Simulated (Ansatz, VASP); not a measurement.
**MgO: VASP beside Ansatz**

```
Mg O
1.0
     2.98187    0.00000    0.00000
     1.49093    2.58237    0.00000
     1.49093    0.86079    2.43469
Mg O
1 1
Direct
  0.00000 0.00000 0.00000
  0.50000 0.50000 0.50000
```

Alike in both runs: task single point; functional revPBE; k mesh 8 × 8 × 8; no spin polarisation.

|  | VASP | Ansatz |
| --- | --- | --- |
| version | VASP 6.6.1 | Ansatz 0.2.0 |
| potentials or method | VASP PAW PBE potentials, release 64 (Mg, O), cutoff 520 eV | plane waves, PAW |
| occupations | gaussian, width 0.01 eV | fixed |
| valence electrons in the cell | 8 | 16 |

```tsv
	VASP	Ansatz	Ansatz less VASP
pressure (GPa)	7.0	7.9	+0.94
```

VASP's potentials were made for PBE, not for revPBE. VASP's potentials hold 8 valence electrons a cell and Ansatz's 16, so a difference there can come from the potentials and not from the codes.
